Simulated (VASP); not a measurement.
# Pd (P6_3/mmc) in VASP: a series of runs, part 3 of 3

VASP 6.6.1. The steps go on from the part before.

**5. Single point, PBE (volume scaled by 1.02)**

INCAR reads:

```
SYSTEM = Pd
ALGO = Normal
EDIFF = 1E-6
ENCUT = 520
GGA = PE
ISIF = 2
ISMEAR = -1
LASPH = .TRUE.
LCHARG = .FALSE.
LREAL = .FALSE.
LWAVE = .FALSE.
NBANDS = 17
NELM = 60
PREC = Accurate
SIGMA = 0.08
```

KPOINTS reads:

```
k-points
0
G
  15 15 8
  0 0 0
```

POSCAR reads:

```
Pd
1.0
    2.7925160338      0.0000000000      0.0000000000
   -1.3962580169      2.4183898257      0.0000000000
    0.0000000000      0.0000000000      4.6569462692
Pd
2
Direct
    0.3333333333      0.6666666667      0.2500000000
    0.6666666667      0.3333333333      0.7500000000
```

Potentials or basis: VASP PAW PBE potentials, release 64 (Pd).

The run is started by

```sh
cat potpaw_PBE.64/Pd/POTCAR > POTCAR
mpirun -np 1 vasp_std > vasp.out
```

OUTCAR:

```text
SYSTEM = Pd
   EDIFF = 1E-6
   ENCUT = 520
   GGA = PE
   ISIF = 2
   ISMEAR = -1
   LASPH = .TRUE.
   LREAL = .FALSE.
   NELM = 60
   PREC = Accurate

 ion  position               nearest neighbor table
   1  0.333  0.667  0.250-   2 2.83   2 2.83   2 2.83   2 2.83   2 2.83   2 2.83
   2  0.667  0.333  0.750-   1 2.83   1 2.83   1 2.83   1 2.83   1 2.83   1 2.83

  LATTYP: Found a hexagonal cell.
 ALAT       =     2.7925160338
 C/A-ratio  =     1.6676524728

  Lattice vectors:

 A1 = (   2.7925160338,   0.0000000000,   0.0000000000)
 A2 = (  -1.3962580169,   2.4183898257,   0.0000000000)
 A3 = (   0.0000000000,   0.0000000000,   4.6569462692)

Analysis of symmetry for initial positions (statically):
=====================================================================
 Subroutine PRICEL returns:
 Original cell was already a primitive cell.

 Routine SETGRP: Setting up the symmetry group for a
 hexagonal supercell.

 Subroutine GETGRP returns: Found 24 space group operations
 (whereof 12 operations were pure point group operations)
 out of a pool of 24 trial point group operations.

The static configuration has the point symmetry D_3d.
 The point group associated with its full space group is D_6h.

Analysis of symmetry for dynamics (positions and initial velocities):
=====================================================================
 Subroutine PRICEL returns:
 Original cell was already a primitive cell.

 Routine SETGRP: Setting up the symmetry group for a
 hexagonal supercell.

 Subroutine GETGRP returns: Found 24 space group operations
 (whereof 12 operations were pure point group operations)
 out of a pool of 24 trial point group operations.

The dynamic configuration has the point symmetry D_3d.
 The point group associated with its full space group is D_6h.

 Subroutine INISYM returns: Found 24 space group operations
 (whereof 12 operations are pure point group operations),
 and found     1 'primitive' translations

----------------------------------------------------------------------------------------

                                     Primitive cell

  volume of cell :      31.4502

  direct lattice vectors                    reciprocal lattice vectors
     2.792516034  0.000000000  0.000000000     0.358100003  0.206749133  0.000000000
    -1.396258017  2.418389826  0.000000000     0.000000000  0.413498266  0.000000000
     0.000000000  0.000000000  4.656946269     0.000000000  0.000000000  0.214732991

  length of vectors
     2.792516034  2.792516034  4.656946269     0.413498266  0.413498266  0.214732991

  position of ions in fractional coordinates (direct lattice)
     0.333333333  0.666666667  0.250000000
     0.666666667  0.333333333  0.750000000

  ion indices of the primitive-cell ions
   primitive index   ion index
                 1           1
                 2           2

----------------------------------------------------------------------------------------

 KPOINTS: k-points

Automatic generation of k-mesh.
 Grid dimensions read from file:
 generate k-points for:   15   15    8

 Generating k-lattice:

  Cartesian coordinates                     Fractional coordinates (reciprocal lattice)
     0.023873334  0.013783276  0.000000000     0.066666667 -0.000000000  0.000000000
     0.000000000  0.027566551  0.000000000     0.000000000  0.066666667  0.000000000
     0.000000000  0.000000000  0.026841624     0.000000000  0.000000000  0.125000000

  Length of vectors
     0.027566551  0.027566551  0.026841624

  Shift w.r.t. Gamma in fractional coordinates (k-lattice)
     0.000000000  0.000000000  0.000000000

 Subroutine IBZKPT returns following result:
 ===========================================

 Found    135 irreducible k-points:

 Following reciprocal coordinates:
            Coordinates               Weight
  0.000000  0.000000  0.000000      1.000000
  0.066667  0.000000  0.000000      6.000000
  0.133333  0.000000  0.000000      6.000000
  0.200000  0.000000  0.000000      6.000000
  0.266667  0.000000  0.000000      6.000000
  0.333333  0.000000  0.000000      6.000000
[... 16 lines left out ...]
  0.333333  0.200000  0.000000     12.000000
  0.400000  0.200000  0.000000      6.000000
 [... further k-points ...]
   k-points           NKPTS =    135   k-points in BZ     NKDIM =    135   number of bands    NBANDS=     17
   number of dos      NEDOS =    301   number of ions     NIONS =      2
   total plane-waves  NPLWV =  20736
   dimension x,y,z NGX =    24 NGY =   24 NGZ =   36
   dimension x,y,z NGXF=    48 NGYF=   48 NGZF=   72
   ions per type =               2
   NGX,Y,Z   is equivalent  to a cutoff of  14.29, 14.29, 12.85 a.u.
   NGXF,Y,Z  is equivalent  to a cutoff of  28.58, 28.58, 25.70 a.u.
 SYSTEM =  Pd
   PREC   = accura    normal or accurate (medium, high low for compatibility)
   ISTART =      0    job   : 0-new  1-cont  2-samecut
   ICHARG =      2    charge: 1-file 2-atom 10-const
   ISPIN  =      1    spin polarized calculation?
   LNONCOLLINEAR =      F non collinear calculations
   LSORBIT =      F    spin-orbit coupling
   LASPH  =      T    aspherical Exc in radial PAW
   ENCUT  =  520.0 eV  38.22 Ry    6.18 a.u.   5.19  5.19  8.66*2*pi/ulx,y,z
   NELM   =     60;   NELMIN=  2; NELMDL= -5     # of ELM steps
   EDIFF  = 0.1E-05   stopping-criterion for ELM
   LREAL  =      F    real-space projection
   EDIFFG = 0.1E-04   stopping-criterion for IOM
   NSW    =      0    number of steps for IOM
   IBRION =     -1    ionic relax: 0-MD 1-quasi-New 2-CG
   NFREE  =      0    steps in history (QN), initial steepest desc. (CG)
   ISIF   =      2    stress and relaxation
   ISYM   =      2    0-nonsym 1-usesym 2-fastsym
   POTIM  = 0.5000    time-step for ionic-motion
   TEBEG  =    0.0;   TEEND  =   0.0 temperature during run
   PSTRESS=    0.0 pullay stress
   NELECT =      20.0000    total number of electrons
   NUPDOWN=      -1.0000    fix difference up-down
   EMIN   =  10.00;   EMAX   =-10.00  energy-range for DOS
   EFERMI =   0.00;   METHOD = LEGACY
   ISMEAR =    -1;   SIGMA  =   0.08  broadening in eV -4-tet -1-fermi 0-gaus
   EFERMI_NEDOS =   21; number of points for ismear=-14 and -15
   IALGO  =     38    algorithm
   IMIX   =      4    mixing-type and parameters
     AMIX     =   0.40;   BMIX     =  1.00
     AMIX_MAG =   1.60;   BMIX_MAG =  1.00
  volume/ion in A,a.u.               =      15.73       106.12
  Fermi-wavevector in a.u.,A,eV,Ry     =   1.407809  2.660373 26.965746  1.981926
  Thomas-Fermi vector in A             =   2.530031
   LORBIT       =      0    0 simple, 1 ext, 2 COOP (PROOUT), +10 PAW based schemes
   GGA     = PE    functional components
   LHFCALC =     F    Hartree Fock is set to
   AEXX    =    0.0000 exact exchange contribution
   IVDW    =     0    specifies the selected vdW correction
   LEPSILON=     F    determine dielectric tensor
   LRPA    =     F    only Hartree local field effects (RPA)
 non-spin polarized calculation
  energy-cutoff  :      520.00
  volume of cell :       31.45
 maximum number of plane-waves:       860
 NGX is ok and might be reduce to    24
   NGX = 11   NGY = 11   NGZ = 17

 number of electron      20.0000010 magnetization

 Free energy of the ion-electron system (eV)
  ---------------------------------------------------
  ext. energy  EPLUGINS =         0.00000000
  ---------------------------------------------------
  free energy    TOTEN  =       -10.41912593 eV

  energy without entropy =      -10.31824344  energy(sigma->0) =      -10.36868468

 E-fermi :   8.7573     XC(G=0): -12.7866

 val. band max:        8.7523697200   @ k =   0.4000  -0.0000   0.0000
 cond. band min:       8.7579280131   @ k =   0.4000  -0.0000   0.1250
 fundamental gap:      0.0055582931
 Fermi energy:         8.7573318186

 k-point     1 :       0.0000    0.0000    0.0000
  band No.  band energies     occupation
      1       2.0849      2.00000
      2       3.9125      2.00000
      3       6.0742      2.00000
      4       6.2733      2.00000
      5       6.2733      2.00000
      6       6.5895      2.00000
[... 9 lines left out ...]
     16      28.1532      0.00000
     17      30.3840      0.00000

 k-point     2 :       0.0667    0.0000    0.0000
  band No.  band energies     occupation
      1       2.2232      2.00000
      2       4.0104      2.00000
      3       5.9959      2.00000
      4       6.3379      2.00000
      5       6.3629      2.00000
      6       6.5461      2.00000
[... 9 lines left out ...]
     16      27.9202      0.00000
     17      29.4124      0.00000
[... 421 lines left out ...]
 k-point    24 :       0.4000    0.2000    0.0000
  band No.  band energies     occupation
      1       4.5943      2.00000
      2       4.7087      2.00000
      3       4.9932      2.00000
      4       6.0939      2.00000
      5       6.2585      2.00000
      6       6.3474      2.00000
[... 9 lines left out ...]
     16      21.6272      0.00000
     17      22.3234      0.00000

 [... further k-points ...]
[... 5 lines left out ...]
  --------------------------------------------------------------------------------------
  -------------------------------------------------------------------------------------
  Total       -0.6570446     -0.6570446     -0.6595254     -0.0000000      0.0000000      0.0000000
  in kB      -33.4720408    -33.4720408    -33.5984212     -0.0000000      0.0000000      0.0000000
  external PRESSURE =     -33.5141676 kB  Pullay stress =       0.0000000 kB

 VOLUME and BASIS-vectors are now :
 -----------------------------------------------------------------------------
  energy-cutoff  :      520.00
  volume of cell :       31.45
      direct lattice vectors                 reciprocal lattice vectors
     2.792516034  0.000000000  0.000000000     0.358100003  0.206749133  0.000000000
    -1.396258017  2.418389826  0.000000000     0.000000000  0.413498266  0.000000000
     0.000000000  0.000000000  4.656946269     0.000000000  0.000000000  0.214732991

 POSITION                                       TOTAL-FORCE (eV/Angst)
 -----------------------------------------------------------------------------------
     -0.00000      1.61226      1.16424        -0.000000     -0.000000      0.000000
      1.39626      0.80613      3.49271         0.000000      0.000000      0.000000
 -----------------------------------------------------------------------------------
    total drift:                               -0.000000      0.000000     -0.000000

  FREE ENERGIE OF THE ION-ELECTRON SYSTEM (eV)
  ---------------------------------------------------
  free  energy   TOTEN  =       -10.4191259251 eV

  energy  without entropy=      -10.3182434395  energy(sigma->0) =      -10.36868468
```

stdout:

```text
POSCAR found type information on POSCAR Pd
 POSCAR found :  1 types and       2 ions
 scaLAPACK will be used
 LDA part: xc-table for (Slater+PW92), standard interpolation
 POSCAR, INCAR and KPOINTS ok, starting setup
 FFT: planning ... GRIDC
 FFT: planning ... GRID_SOFT
 FFT: planning ... GRID
 WAVECAR not read
 entering main loop
```

Wall time 57 s (1 thread of Intel Xeon Platinum 8488C (Sapphire Rapids), shared host); peak memory 0.19 GiB.

Results:

```yaml
Free_energy: -10.4191 eV
Pressure: -3.4 GPa
Band_gap_on_the_k_mesh: zero (band 10 reaches 8.91 eV, above the bottom of band 11 at 8.10 eV)
```

**6. Summary**

```csv
cell,gap on the mesh (eV),pressure (GPa)
"a = 2.718, b = 2.718, c = 4.533 Å, angles 90.0, 90.0, 120.0°, 2 atoms",none,11.6
"a = 2.756, b = 2.756, c = 4.595 Å, angles 90.0, 90.0, 120.0°, 2 atoms",none,3.2
"a = 2.774, b = 2.774, c = 4.626 Å, angles 90.0, 90.0, 120.0°, 2 atoms",none,-0.3
"a = 2.793, b = 2.793, c = 4.657 Å, angles 90.0, 90.0, 120.0°, 2 atoms",none,-3.4
```

Alike in all rows: task single point; level PBE; potentials or basis VASP PAW PBE potentials, release 64 (Pd); no spin polarisation; k mesh 15 × 15 × 8; cutoff (eV) 520; smearing fermi-dirac 0.08 eV.

Absolute energies hang on the potentials; compare differences alone.
